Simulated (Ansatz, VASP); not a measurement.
**One calculation of HgTe, two programs**

INCAR

```
SYSTEM = HgTe
PREC = Accurate
ENCUT = 520
EDIFF = 1E-7
ISMEAR = 0
SIGMA = 0.05
LREAL = .False.
LASPH = .True.
NELM = 60
ALGO = Normal
ISIF = 2
LWAVE = .False.
LCHARG = .False.
GGA = RE
NBANDS = 16
```

File KPOINTS:

```
Automatic mesh
0
Gamma
  6 6 6
  0 0 0
```

The input POSCAR:

```
HgTe
1.0
    0.0000000000      3.3652320328      3.3652320328
    3.3652320328      0.0000000000      3.3652320328
    3.3652320328      3.3652320328      0.0000000000
Hg Te
1 1
Direct
    0.0000000000      0.0000000000      0.0000000000
    0.2500000000      0.2500000000      0.2500000000
```

Input for Ansatz:

```yaml
crystal:
  lattice:
    - [0.0, 3.3652320328, 3.3652320328]
    - [3.3652320328, 0.0, 3.3652320328]
    - [3.3652320328, 3.3652320328, 0.0]
  atoms:
    - { symbol: Hg, position: [0.0, 0.0, 0.0] }
    - { symbol: Te, position: [0.25, 0.25, 0.25] }
basis:
  ecutwfc: 420
  ecutrho_ratio: 4
kpoints:
  mp_grid: { grid: [6, 6, 6] }
hamiltonian:
  xc: revpbe
scf:
  occupations: { method: gaussian, width: 0.05 }
output:
  forces: true
  stress: true
  eigenvalues: true
```

Alike in both runs: task single point; functional revPBE; k mesh 6 × 6 × 6; occupations gaussian, width 0.05 eV; no spin polarisation.

|  | VASP | Ansatz |
| --- | --- | --- |
| version | VASP 6.6.1 | Ansatz 0.2.0 |
| potentials or method | VASP PAW PBE potentials, release 64 (Hg, Te), cutoff 520 eV | scalar-relativistic, plane waves, PAW |
| valence electrons in the cell | 18 | 36 |

```tsv
	VASP	Ansatz	Ansatz less VASP
gap on the k mesh at the Fermi level (eV)	none	none	-
pressure (GPa)	0.0	0.0	-0.03
```

VASP's potentials were made for PBE, not for revPBE. A gap of «none» marks a metal or a gap that the smearing closes. VASP's potentials hold 18 valence electrons a cell and Ansatz's 36, so a difference there can come from the potentials and not from the codes.

Spin-orbit coupling is off throughout.
